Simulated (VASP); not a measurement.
# BC7 (P1) in VASP: further runs, part 2 of 2

VASP 6.6.1. The steps go on from the part before.

**3. Single point, RPBE+D4**

Input file INCAR:

```
  ALGO = Normal
  EDIFF = 1E-6
  ENCUT = 520
  GGA = RP
  ISIF = 2
  ISMEAR = -1
  IVDW = 13
  LASPH = True
  LCHARG = False
  LREAL = False
  LWAVE = False
  NBANDS = 26
  NELM = 80
  PREC = Accurate
  SIGMA = 0.01
```

Input file KPOINTS:

```
k-points
0
Gamma
  3 3 3
```

Input file POSCAR:

```
BC7
1.0
    3.5614900000     -0.0328300000     -0.0015500000
   -0.0328300000      3.6171200000     -0.0492900000
   -0.0015500000     -0.0492900000      3.6551400000
B C
1 7
Direct
    0.9954600000      0.9995700000      0.9936700000
    0.9980600000      0.5015100000      0.5022900000
    0.5003200000      0.5020700000      0.0003900000
    0.4994400000      0.9979000000      0.4949000000
    0.7424600000      0.7547400000      0.2530300000
    0.7562100000      0.2487100000      0.7437600000
    0.2545800000      0.7489500000      0.7511700000
    0.2431300000      0.2635800000      0.2583100000
```

Potentials or basis: VASP PAW PBE potentials, release 64 (B, C).

On the command line:

```
$ cat potpaw_PBE.64/B/POTCAR potpaw_PBE.64/C/POTCAR > POTCAR
$ mpirun -np 1 vasp_std > vasp.out
```

OUTCAR:

```text
EDIFF = 1E-6
   ENCUT = 520
   GGA = RP
   ISIF = 2
   ISMEAR = -1
   IVDW = 13
   LASPH = True
   LREAL = False
   NELM = 80
   PREC = Accurate

 ion  position               nearest neighbor table
   1  0.995  1.000  0.994-   6 1.56   7 1.56   5 1.59   8 1.59
   2  0.998  0.502  0.502-   8 1.51   6 1.54   7 1.55   5 1.60
   3  0.500  0.502  0.000-   5 1.54   7 1.57   8 1.58   6 1.59
   4  0.499  0.998  0.495-   5 1.51   6 1.55   7 1.57   8 1.61
   5  0.742  0.755  0.253-   4 1.51   3 1.54   1 1.59   2 1.60
   6  0.756  0.249  0.744-   2 1.54   4 1.55   1 1.56   3 1.59
   7  0.255  0.749  0.751-   2 1.55   1 1.56   3 1.57   4 1.57
   8  0.243  0.264  0.258-   2 1.51   3 1.58   1 1.59   4 1.61

  LATTYP: Found a triclinic cell.
 ALAT       =     5.0300259349
 B/A-ratio  =     0.7080761997
 C/A-ratio  =     0.7267303791
 COS(alpha) =     0.0007348668
 COS(beta)  =     0.0200121797
 COS(gamma) =     0.6949254659

  Lattice vectors:

 A1 = (   3.5286600000,   3.5842900000,  -0.0508400000)
 A2 = (   3.5614900000,  -0.0328300000,  -0.0015500000)
 A3 = (   0.0015500000,   0.0492900000,  -3.6551400000)

Analysis of symmetry for initial positions (statically):
=====================================================================
 Subroutine PRICEL returns:
 Original cell was already a primitive cell.

 Routine SETGRP: Setting up the symmetry group for a
 triclinic supercell.

 Subroutine GETGRP returns: Found  1 space group operations
 (whereof  1 operations were pure point group operations)
 out of a pool of  2 trial point group operations.

The static configuration has the point symmetry C_1 .

Analysis of symmetry for dynamics (positions and initial velocities):
=====================================================================
 Subroutine PRICEL returns:
 Original cell was already a primitive cell.

[... 131 lines left out ...]
  Thomas-Fermi vector in A             =   2.544805
   LORBIT       =      0    0 simple, 1 ext, 2 COOP (PROOUT), +10 PAW based schemes
   GGA     = RP    functional components
   LHFCALC =     F    Hartree Fock is set to
   AEXX    =    0.0000 exact exchange contribution
   IVDW    =    13    specifies the selected vdW correction
   LEPSILON=     F    determine dielectric tensor
   LRPA    =     F    only Hartree local field effects (RPA)
 non-spin polarized calculation
  energy-cutoff  :      520.00
  volume of cell :       47.07
 maximum number of plane-waves:      1279
 NGX is ok and might be reduce to    28
   NGX = 13   NGY = 13   NGZ = 13

 number of electron      30.9999998 magnetization

 Free energy of the ion-electron system (eV)
  ---------------------------------------------------
  ext. energy  EPLUGINS =         0.00000000
  ---------------------------------------------------
  free energy    TOTEN  =       -65.27488272 eV

  energy without entropy =      -65.27389566  energy(sigma->0) =      -65.27438919

 E-fermi :   8.1936     XC(G=0): -12.9437

 val. band max:        8.1809317603   @ k =   0.3333  -0.3333   0.3333
 cond. band min:       8.2808585199   @ k =   0.3333   0.0000   0.3333
 fundamental gap:      0.0999267596
 Fermi energy:         8.1936316388

 k-point     1 :       0.0000    0.0000    0.0000
  band No.  band energies     occupation
      1     -11.6506      2.00000
      2      -3.8756      2.00000
      3      -3.7768      2.00000
      4      -3.4437      2.00000
      5      -3.2481      2.00000
      6      -2.9729      2.00000
[... 395 lines left out ...]
     25      20.1174      0.00000
     26      20.4057      0.00000

------------------------ aborting loop because EDIFF is reached ----------------------------------------

  DFT-D4 for vdW energy calculation

  Edisp (eV):   -4.26852

  FORCE on cell =-STRESS in cart. coord.  units (eV):
  Direction    XX          YY          ZZ          XY          YZ          ZX
  --------------------------------------------------------------------------------------
  -------------------------------------------------------------------------------------
  Total       0.99858    -0.68464    -2.72311     2.33388     3.73134     0.01789
  in kB      33.98696   -23.30176   -92.68166    79.43406   126.99682     0.60891
  external pressure =      -27.33 kB  Pullay stress =        0.00 kB

 VOLUME and BASIS-vectors are now :
 -----------------------------------------------------------------------------
  energy-cutoff  :      520.00
  volume of cell :       47.07
      direct lattice vectors                 reciprocal lattice vectors
     3.561490000 -0.032830000 -0.001550000     0.280804938  0.002550756  0.000153475
    -0.032830000  3.617120000 -0.049290000     0.002550756  0.276537025  0.003730217
    -0.001550000 -0.049290000  3.655140000     0.000153475  0.003730217  0.273637699

 POSITION                                       TOTAL-FORCE (eV/Angst)
 -----------------------------------------------------------------------------------
      3.51096      3.53391      3.58119         0.128893      0.374348      0.821438
      3.53734      1.75650      1.80967        -0.451248      0.432474     -0.049077
      1.76540      1.79960     -0.02410        -0.396308     -0.176939     -0.103839
      1.74522      3.56873      1.75897        -0.585240      0.844488      0.760619
      2.61909      2.69314      0.88651         0.465070     -1.256539      0.280260
      2.68392      0.83813      2.70512        -1.453282      1.132850     -0.266222
      0.88093      2.66366      2.70832         0.628882     -0.567099     -0.951503
      0.85685      0.93269      0.93079         1.663232     -0.783583     -0.491675
 -----------------------------------------------------------------------------------
    total drift:                               -0.000031     -0.000040      0.000042

  FREE ENERGIE OF THE ION-ELECTRON SYSTEM (eV)
  ---------------------------------------------------
  free  energy   TOTEN  =       -69.5433992287 eV

  energy  without entropy=      -69.5424121754  energy(sigma->0) =      -69.54290570
```

Run time: 32 s. Hardware: 1 thread of Intel Xeon 8259CL, shared host; peak memory 0.12 GiB.

Results:

| Item | Value |
| --- | --- |
| Free energy | -69.5434 eV |
| Pressure | -2.7 GPa |
| Largest force | 1.903 eV/Å |
| Dispersion energy per atom | -0.534 eV |

Forces on the atoms (eV/Å):
```
B    0.129  0.374  0.821
C   -0.451  0.432 -0.049
C   -0.396 -0.177 -0.104
C   -0.585  0.844  0.761
C    0.465 -1.257  0.280
C   -1.453  1.133 -0.266
C    0.629 -0.567 -0.952
C    1.663 -0.784 -0.492
```

Stress tensor (GPa, compression positive):
```
 3.40  7.94  0.06
 7.94 -2.33 12.70
 0.06 12.70 -9.27
```

Caveat: the k points lie up to 0.59 Å⁻¹ apart; the PAW data sets were made with another functional, which shifts forces and pressure a little; pairwise dispersion overbinds metals, which lowers pressure and volume.
